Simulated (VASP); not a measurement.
# B (I4_1/amd) in VASP: further runs

B is run at these levels: PBE; tasks: single point.

All numbers are computed with VASP 6.6.1; they aren't measurements. Logs are shortened: lines on timing, memory, paths and dates and some standing lists are left out, and cuts for length are marked.

## 1. The cell of the first run

Symmetry: I4_1/amd, No. 141, tetragonal system. The conventional cell has a = 3.011 Å, b = 3.011 Å, c = 1.410 Å, α = 90.00°, β = 90.00°, γ = 90.00°. B (site symmetry -4m2) has 10 B at 1.41 to 1.84 Å within 1.9 Å.

## 2. Single point, PBE

The input, INCAR:

```
ALGO = Normal
EDIFF = 1E-6
ENCUT = 520
GGA = PE
ISIF = 2
ISMEAR = -1
LASPH = T
LCHARG = F
LREAL = F
LWAVE = F
NBANDS = 10
NELM = 100
PREC = Accurate
SIGMA = 0.05
```

The input, KPOINTS:

```
k-points
0
Gamma
  21 21 21
```

The input, POSCAR:

```
B
1.0
   -1.5055928028      1.5055928028      0.7048948715
    1.5055928028     -1.5055928028      0.7048948715
    1.5055928028      1.5055928028     -0.7048948715
B
2
Direct
   -0.3750000000     -0.1250000000     -0.2500000000
    0.3750000000      0.1250000000      0.2500000000
```

Potentials or basis: VASP PAW PBE potentials, release 64 (B).

On the command line:

```sh
cat potpaw_PBE.64/B/POTCAR > POTCAR
mpirun -np 1 vasp_std > vasp.out
```

OUTCAR:

```text
EDIFF = 1E-6
   ENCUT = 520
   GGA = PE
   ISIF = 2
   ISMEAR = -1
   LASPH = T
   LREAL = F
   NELM = 100
   PREC = Accurate

 ion  position               nearest neighbor table
   1  0.625  0.875  0.750-   2 1.55   2 1.55   2 1.55   2 1.55   2 1.84   2 1.84   2 1.84   2 1.84

   2  0.375  0.125  0.250-   1 1.55   1 1.55   1 1.55   1 1.55   1 1.84   1 1.84   1 1.84   1 1.84

  LATTYP: Found a body centered tetragonal cell.
 ALAT       =     3.0111856056
 C/A-ratio  =     0.4681842728

  Lattice vectors:

 A1 = (  -1.5055928028,   1.5055928028,   0.7048948715)
 A2 = (   1.5055928028,  -1.5055928028,   0.7048948715)
 A3 = (   1.5055928028,   1.5055928028,  -0.7048948715)

Analysis of symmetry for initial positions (statically):
=====================================================================
 Subroutine PRICEL returns:
 Original cell was already a primitive cell.

 Routine SETGRP: Setting up the symmetry group for a
 body centered tetragonal supercell.

 Subroutine GETGRP returns: Found 16 space group operations
 (whereof  4 operations were pure point group operations)
 out of a pool of 16 trial point group operations.

The static configuration has the point symmetry C_2h.
 The point group associated with its full space group is D_4h.

Analysis of symmetry for dynamics (positions and initial velocities):
=====================================================================
 Subroutine PRICEL returns:
 Original cell was already a primitive cell.

 Routine SETGRP: Setting up the symmetry group for a
 body centered tetragonal supercell.

 Subroutine GETGRP returns: Found 16 space group operations
 (whereof  4 operations were pure point group operations)
 out of a pool of 16 trial point group operations.

The dynamic configuration has the point symmetry C_2h.
 The point group associated with its full space group is D_4h.

 Subroutine INISYM returns: Found 16 space group operations
 (whereof  4 operations are pure point group operations),
 and found     1 'primitive' translations

----------------------------------------------------------------------------------------

                                     Primitive cell

  volume of cell :       6.3915

  direct lattice vectors                    reciprocal lattice vectors
    -1.505592803  1.505592803  0.704894871     0.000000000  0.332095105  0.709325632
     1.505592803 -1.505592803  0.704894871     0.332095105  0.000000000  0.709325632
     1.505592803  1.505592803 -0.704894871     0.332095105  0.332095105  0.000000000

  length of vectors
     2.242876759  2.242876759  2.242876759     0.783217729  0.783217729  0.469653402

  position of ions in fractional coordinates (direct lattice)
     0.625000000  0.875000000  0.750000000
     0.375000000  0.125000000  0.250000000

  ion indices of the primitive-cell ions
   primitive index   ion index
                 1           1
                 2           2

----------------------------------------------------------------------------------------

 KPOINTS: k-points

Automatic generation of k-mesh.
 Grid dimensions read from file:
 generate k-points for:   21   21   21

 Generating k-lattice:

  Cartesian coordinates                     Fractional coordinates (reciprocal lattice)
     0.000000000  0.015814053  0.033777411     0.047619048  0.000000000  0.000000000
     0.015814053  0.000000000  0.033777411     0.000000000  0.047619048  0.000000000
     0.015814053  0.015814053  0.000000000     0.000000000  0.000000000  0.047619048

  Length of vectors
     0.037296082  0.037296082  0.022364448

  Shift w.r.t. Gamma in fractional coordinates (k-lattice)
     0.000000000  0.000000000  0.000000000

 Subroutine IBZKPT returns following result:
 ===========================================

 Found    726 irreducible k-points:

 Following reciprocal coordinates:
            Coordinates               Weight
  0.000000  0.000000  0.000000      1.000000
  0.047619  0.000000 -0.000000      8.000000
  0.095238  0.000000  0.000000      8.000000
  0.142857 -0.000000  0.000000      8.000000
  0.190476  0.000000  0.000000      8.000000
  0.238095  0.000000 -0.000000      8.000000
[... 16 lines left out ...]
 -0.428571  0.047619  0.000000     16.000000
 -0.380952  0.047619  0.000000     16.000000
 [... further k-points ...]
   k-points           NKPTS =    726   k-points in BZ     NKDIM =    726   number of bands    NBANDS=     10
   number of dos      NEDOS =    301   number of ions     NIONS =      2
   total plane-waves  NPLWV =   5832
   dimension x,y,z NGX =    18 NGY =   18 NGZ =   18
   dimension x,y,z NGXF=    36 NGYF=   36 NGZF=   36
   ions per type =               2
   NGX,Y,Z   is equivalent  to a cutoff of  13.34, 13.34, 13.34 a.u.
   NGXF,Y,Z  is equivalent  to a cutoff of  26.68, 26.68, 26.68 a.u.
 SYSTEM =  unknown system
   PREC   = accura    normal or accurate (medium, high low for compatibility)
   ISTART =      0    job   : 0-new  1-cont  2-samecut
   ICHARG =      2    charge: 1-file 2-atom 10-const
   ISPIN  =      1    spin polarized calculation?
   LNONCOLLINEAR =      F non collinear calculations
   LSORBIT =      F    spin-orbit coupling
   LASPH  =      T    aspherical Exc in radial PAW
   ENCUT  =  520.0 eV  38.22 Ry    6.18 a.u.   4.17  4.17  4.17*2*pi/ulx,y,z
   NELM   =    100;   NELMIN=  2; NELMDL= -5     # of ELM steps
   EDIFF  = 0.1E-05   stopping-criterion for ELM
   LREAL  =      F    real-space projection
   EDIFFG = 0.1E-04   stopping-criterion for IOM
   NSW    =      0    number of steps for IOM
   IBRION =     -1    ionic relax: 0-MD 1-quasi-New 2-CG
   NFREE  =      0    steps in history (QN), initial steepest desc. (CG)
   ISIF   =      2    stress and relaxation
   ISYM   =      2    0-nonsym 1-usesym 2-fastsym
   POTIM  = 0.5000    time-step for ionic-motion
   TEBEG  =    0.0;   TEEND  =   0.0 temperature during run
   PSTRESS=    0.0 pullay stress
   NELECT =       6.0000    total number of electrons
   NUPDOWN=      -1.0000    fix difference up-down
   EMIN   =  10.00;   EMAX   =-10.00  energy-range for DOS
   EFERMI =   0.00;   METHOD = LEGACY
   ISMEAR =    -1;   SIGMA  =   0.05  broadening in eV -4-tet -1-fermi 0-gaus
   EFERMI_NEDOS =   21; number of points for ismear=-14 and -15
   IALGO  =     38    algorithm
   IMIX   =      4    mixing-type and parameters
     AMIX     =   0.40;   BMIX     =  1.00
     AMIX_MAG =   1.60;   BMIX_MAG =  1.00
  volume/ion in A,a.u.               =       3.20        21.57
  Fermi-wavevector in a.u.,A,eV,Ry     =   1.602970  3.029174 34.960353  2.569513
  Thomas-Fermi vector in A             =   2.699707
   LORBIT       =      0    0 simple, 1 ext, 2 COOP (PROOUT), +10 PAW based schemes
   GGA     = PE    functional components
   LHFCALC =     F    Hartree Fock is set to
   AEXX    =    0.0000 exact exchange contribution
   IVDW    =     0    specifies the selected vdW correction
   LEPSILON=     F    determine dielectric tensor
   LRPA    =     F    only Hartree local field effects (RPA)
 non-spin polarized calculation
  energy-cutoff  :      520.00
  volume of cell :        6.39
 maximum number of plane-waves:       182
 NGX is ok and might be reduce to    18
   NGX =  9   NGY =  9   NGZ =  9

 number of electron       6.0000000 magnetization

 Free energy of the ion-electron system (eV)
  ---------------------------------------------------
  ext. energy  EPLUGINS =         0.00000000
  ---------------------------------------------------
  free energy    TOTEN  =        -3.76659579 eV

  energy without entropy =       -3.76385123  energy(sigma->0) =       -3.76522351

 E-fermi :  17.9871     XC(G=0): -15.7549

 val. band max:       17.9747163376   @ k =  -0.2381   0.3810   0.2381
 cond. band min:      17.9958465558   @ k =   0.3810   0.1905   0.1429
 fundamental gap:      0.0211302182
 Fermi energy:        17.9870582055

 k-point     1 :       0.0000    0.0000    0.0000
  band No.  band energies     occupation
      1      -7.8118      2.00000
      2      11.5857      2.00000
      3      11.5857      2.00000
      4      23.9796      0.00000
      5      29.2044      0.00000
      6      38.0672      0.00000
      7      38.0672      0.00000
      8      49.9524      0.00000
      9      52.8767      0.00000
     10      53.2285      0.00000

 k-point     2 :       0.0476    0.0000   -0.0000
  band No.  band energies     occupation
      1      -7.6716      2.00000
      2      11.5861      2.00000
      3      11.7270      2.00000
      4      24.3836      0.00000
      5      28.9526      0.00000
      6      37.7611      0.00000
      7      38.2101      0.00000
      8      50.4118      0.00000
      9      50.6748      0.00000
     10      53.1891      0.00000

 k-point     3 :       0.0952    0.0000    0.0000
  band No.  band energies     occupation
      1      -7.2510      2.00000
      2      11.6221      2.00000
      3      12.1367      2.00000
      4      25.5592      0.00000
      5      28.2526      0.00000
      6      36.9572      0.00000
      7      38.6201      0.00000
      8      46.9254      0.00000
      9      51.6290      0.00000
     10      53.1952      0.00000

 k-point     4 :       0.1429   -0.0000    0.0000
  band No.  band energies     occupation
      1      -6.5503      2.00000
      2      11.7719      2.00000
      3      12.7676      2.00000
      4      27.2455      0.00000
      5      27.4213      0.00000
      6      35.8233      0.00000
      7      39.2250      0.00000
      8      43.2653      0.00000
      9      51.8012      0.00000
     10      54.0877      0.00000
[... 222 lines left out ...]
 k-point    22 :      -0.4762    0.0476    0.0000
  band No.  band energies     occupation
      1       3.3255      2.00000
      2      11.9920      2.00000
      3      17.1743      2.00000
      4      19.5244      0.00000
      5      26.4675      0.00000
      6      29.4004      0.00000
      7      37.6880      0.00000
      8      43.5364      0.00000
      9      46.6918      0.00000
     10      51.5015      0.00000

 k-point    23 :      -0.4286    0.0476    0.0000
  band No.  band energies     occupation
      1       1.3645      2.00000
      2      13.0269      2.00000
      3      15.8167      2.00000
      4      20.7892      0.00000
      5      26.7087      0.00000
      6      32.1557      0.00000
      7      36.2676      0.00000
      8      45.3012      0.00000
      9      46.9515      0.00000
     10      47.9528      0.00000

 k-point    24 :      -0.3810    0.0476    0.0000
  band No.  band energies     occupation
      1      -0.6159      2.00000
      2      13.0056      2.00000
      3      15.0950      2.00000
      4      22.6034      0.00000
      5      27.3773      0.00000
      6      35.0853      0.00000
      7      35.5610      0.00000
      8      42.9352      0.00000
      9      46.5804      0.00000
     10      48.9946      0.00000

 [... further k-points ...]

------------------------ aborting loop because EDIFF is reached ----------------------------------------

  FORCE on cell =-STRESS in cart. coord.  units (eV):
  Direction    XX          YY          ZZ          XY          YZ          ZX
  --------------------------------------------------------------------------------------
  -------------------------------------------------------------------------------------
  Total       23.5992002     23.5992002     23.6010806      0.0000000     -0.0000000     -0.0000000
  in kB     5915.7316318   5915.7316318   5916.2030155      0.0000000     -0.0000000     -0.0000000
  external PRESSURE =    5915.8887597 kB  Pullay stress =       0.0000000 kB

 VOLUME and BASIS-vectors are now :
 -----------------------------------------------------------------------------
  energy-cutoff  :      520.00
  volume of cell :        6.39
      direct lattice vectors                 reciprocal lattice vectors
    -1.505592803  1.505592803  0.704894871     0.000000000  0.332095105  0.709325632
     1.505592803 -1.505592803  0.704894871     0.332095105  0.000000000  0.709325632
     1.505592803  1.505592803 -0.704894871     0.332095105  0.332095105  0.000000000

 POSITION                                       TOTAL-FORCE (eV/Angst)
 -----------------------------------------------------------------------------------
      1.50559      0.75280      0.52867         0.000000      0.000000     -0.000000
     -0.00000      0.75280      0.17622        -0.000000     -0.000000      0.000000
 -----------------------------------------------------------------------------------
    total drift:                               -0.000000      0.000000      0.000000

  FREE ENERGIE OF THE ION-ELECTRON SYSTEM (eV)
  ---------------------------------------------------
  free  energy   TOTEN  =        -3.7665957886 eV

  energy  without entropy=       -3.7638512252  energy(sigma->0) =       -3.76522351
```

It took 17 s on 1 thread of Intel Xeon 6975P-C (Granite Rapids), shared host; peak memory 0.15 GiB.

What came out:

- Free energy: -3.7666 eV
- Pressure: 591.6 GPa
- Band gap on the k mesh: zero (bands 3 and 4 overlap by 13.65 eV)

Levels at points of the mesh, in eV from the Fermi level:
| k point | band 1 | band 2 | band 3 | band 4 | band 5 | band 6 | band 7 |
| --- | --- | --- | --- | --- | --- | --- | --- |
| (0.00, 0.00, 0.00) | -25.80 | -6.40 | -6.40 | 5.99 | 11.22 | 20.08 | 20.08 |

Caveat: the cell stands under pressure.

## 3. Single point, PBE (3.99 Å³/atom)

This run uses another cell than the first one, of 3.99 Å³/atom.

The input, INCAR:

```
SYSTEM = B
ALGO = Normal
EDIFF = 1E-7
ENCUT = 520
GGA = PE
ISIF = 2
ISMEAR = -1
LASPH = .True.
LCHARG = .False.
LREAL = .False.
LWAVE = .False.
NBANDS = 10
NELM = 100
PREC = Accurate
SIGMA = 0.05
```

The input, KPOINTS:

```
k-points
0
Gamma
  21 21 21
  0 0 0
```

The input, POSCAR:

```
B
1.0
   -1.6353578544      1.6353578544      0.7468335536
    1.6353578544     -1.6353578544      0.7468335536
    1.6353578544      1.6353578544     -0.7468335536
B
2
Direct
   -0.3750000000     -0.1250000000     -0.2500000000
    0.3750000000      0.1250000000      0.2500000000
```

Potentials or basis: VASP PAW PBE potentials, release 64 (B).

On the command line:

```sh
cat potpaw_PBE.64/B/POTCAR > POTCAR
mpirun -np 1 vasp_std > vasp.out
```

OUTCAR:

```text
SYSTEM = B
   EDIFF = 1E-7
   ENCUT = 520
   GGA = PE
   ISIF = 2
   ISMEAR = -1
   LASPH = .True.
   LREAL = .False.
   NELM = 100
   PREC = Accurate

 ion  position               nearest neighbor table
   1  0.625  0.875  0.750-   2 1.68   2 1.68   2 1.68   2 1.68   2 1.98   2 1.98   2 1.98   2 1.98

   2  0.375  0.125  0.250-   1 1.68   1 1.68   1 1.68   1 1.68   1 1.98   1 1.98   1 1.98   1 1.98

  LATTYP: Found a body centered tetragonal cell.
 ALAT       =     3.2707157088
 C/A-ratio  =     0.4566789780

  Lattice vectors:

 A1 = (  -1.6353578544,   1.6353578544,   0.7468335536)
 A2 = (   1.6353578544,  -1.6353578544,   0.7468335536)
 A3 = (   1.6353578544,   1.6353578544,  -0.7468335536)

Analysis of symmetry for initial positions (statically):
=====================================================================
 Subroutine PRICEL returns:
 Original cell was already a primitive cell.

 Routine SETGRP: Setting up the symmetry group for a
 body centered tetragonal supercell.

 Subroutine GETGRP returns: Found 16 space group operations
 (whereof  4 operations were pure point group operations)
 out of a pool of 16 trial point group operations.
[... 174 lines left out ...]
      1      -8.2765      2.00000
      2       8.8735      2.00000
      3       8.8735      2.00000
      4      20.4551      0.00000
      5      21.5798      0.00000
      6      30.6811      0.00000
      7      30.6811      0.00000
      8      42.0042      0.00000
      9      44.8688      0.00000
     10      45.1007      0.00000
[... 287 lines left out ...]
 k-point    24 :      -0.3810    0.0476    0.0000
  band No.  band energies     occupation
      1      -1.5448      2.00000
      2      10.2037      2.00000
      3      12.1202      2.00000
      4      18.7128      0.00000
      5      22.4267      0.00000
      6      29.0666      0.00000
      7      30.0216      0.00000
      8      36.2981      0.00000
      9      37.8568      0.00000
     10      41.2025      0.00000

 [... further k-points ...]

------------------------ aborting loop because EDIFF is reached ----------------------------------------

  FORCE on cell =-STRESS in cart. coord.  units (eV):
  Direction    XX          YY          ZZ          XY          YZ          ZX
  --------------------------------------------------------------------------------------
  -------------------------------------------------------------------------------------
  Total       14.0194092     14.0194092     14.0109075     -0.0000000      0.0000000      0.0000000
  in kB     2811.4533386   2811.4533386   2809.7483939     -0.0000000      0.0000000      0.0000000
  external PRESSURE =    2810.8850237 kB  Pullay stress =       0.0000000 kB

 VOLUME and BASIS-vectors are now :
 -----------------------------------------------------------------------------
  energy-cutoff  :      520.00
  volume of cell :        7.99
      direct lattice vectors                 reciprocal lattice vectors
    -1.635357854  1.635357854  0.746833554     0.000000000  0.305743479  0.669493219
     1.635357854 -1.635357854  0.746833554     0.305743479  0.000000000  0.669493219
     1.635357854  1.635357854 -0.746833554     0.305743479  0.305743479  0.000000000

 POSITION                                       TOTAL-FORCE (eV/Angst)
 -----------------------------------------------------------------------------------
      1.63536      0.81768      0.56013         0.000000     -0.000000     -0.000000
      0.00000      0.81768      0.18671        -0.000000      0.000000      0.000000
 -----------------------------------------------------------------------------------
    total drift:                               -0.000000     -0.000000      0.000000

  FREE ENERGIE OF THE ION-ELECTRON SYSTEM (eV)
  ---------------------------------------------------
  free  energy   TOTEN  =        -7.9225903590 eV

  energy  without entropy=       -7.9194430684  energy(sigma->0) =       -7.92101671
```

Wall time 19 s (1 thread of Intel Xeon 6975P-C (Granite Rapids), shared host); peak memory 0.15 GiB.

Results:

| Property | Result |
| --- | --- |
| Free energy | -7.9226 eV |
| Pressure | 281.1 GPa |
| Band gap on the k mesh | zero (bands 3 and 4 overlap by 13.22 eV) |

Stress tensor (GPa, compression positive):
```
281.15   0.00   0.00
  0.00 281.15   0.00
  0.00   0.00 280.97
```

Caveat: the cell stands under pressure.

## 4. Single point, PBE (3.99 Å³/atom)

This run uses another cell than the first one, of 3.99 Å³/atom.

The input, INCAR:

```
PREC = Accurate
ENCUT = 520
EDIFF = 1E-6
ISMEAR = -1
SIGMA = 0.05
LREAL = F
LASPH = T
NELM = 100
ALGO = Normal
ISIF = 2
LWAVE = F
LCHARG = F
GGA = PE
NBANDS = 10
```

The input, KPOINTS:

```
regular mesh
0
Gamma
  21 21 21
```

POSCAR is that of step 3.

On the command line:

```sh
cat potpaw_PBE.64/B/POTCAR > POTCAR
mpirun -np 1 vasp_std > vasp.out
```

Run time: 17 s. Hardware: 1 thread of Intel Xeon 6975P-C (Granite Rapids), shared host; peak memory 0.15 GiB.

The run converged. Its results:

```
Free energy            : -7.9226 eV
Pressure               : 281.1 GPa
Band gap on the k mesh : zero (bands 3 and 4 overlap by 13.22 eV)
```

Stress tensor (GPa, compression positive):
```
281.15   0.00   0.00
  0.00 281.15   0.00
  0.00   0.00 280.97
```

Levels at points of the mesh, in eV from the Fermi level:
| k point | band 1 | band 2 | band 3 | band 4 | band 5 | band 6 |
| --- | --- | --- | --- | --- | --- | --- |
| (0.00, 0.00, 0.00) | -22.81 | -5.66 | -5.66 | 5.93 | 7.05 | 16.15 |

Caveat: the cell stands under pressure.
